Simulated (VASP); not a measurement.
Input of a VASP 6.6.1 run:

Contents of POSCAR:

```
CdSe
1.0
    0.0000000000      3.0287759606      3.0287759606
    3.0287759606      0.0000000000      3.0287759606
    3.0287759606      3.0287759606      0.0000000000
Cd Se
1 1
Direct
    0.0000000000      0.0000000000      0.0000000000
    0.2500000000      0.2500000000      0.2500000000
```

Contents of INCAR.step1:

```
ALGO = Normal ; EDIFF = 1E-5
ENCUT = 520 ; GGA = PE
ISIF = 2 ; ISMEAR = -1
LASPH = True ; LREAL = False
LWAVE = True ; NBANDS = 16
NELM = 60 ; PREC = Accurate
SIGMA = 0.05
```

Contents of INCAR.step2:

```
AEXX = 0.1 ; ALGO = Normal
EDIFF = 1E-7 ; ENCUT = 520
ISIF = 2 ; ISMEAR = -1
ISTART = 1 ; LASPH = True
LCHARG = True ; LELF = True
LHFCALC = True ; LMIXTAU = True
LREAL = False ; LVHAR = True
LWAVE = False ; METAGGA = R2SCAN
NBANDS = 16 ; NELM = 60
PREC = Accurate ; PRECFOCK = Normal
SIGMA = 0.05
```

The input KPOINTS:

```
k-points
0
Gamma
  4 4 4
```

Potentials or basis: VASP PAW PBE potentials, release 64 (Cd, Se).

Launch:

```bash
$ cat potpaw_PBE.64/Cd/POTCAR potpaw_PBE.64/Se/POTCAR > POTCAR
$ cp INCAR.step1 INCAR
$ mpirun -np 1 vasp_std > vasp.out
$ cp INCAR.step2 INCAR
$ mpirun -np 1 vasp_std > vasp.out
```

(1) What does it give for the band gap on the k mesh?

(2) Estimate the pressure.

Results:

(1) 1.68 eV.

(2) 2.2 GPa.

Caveat: the k points lie up to 0.45 Å⁻¹ apart; the PAW data sets were made with another functional, which shifts forces and pressure a little.
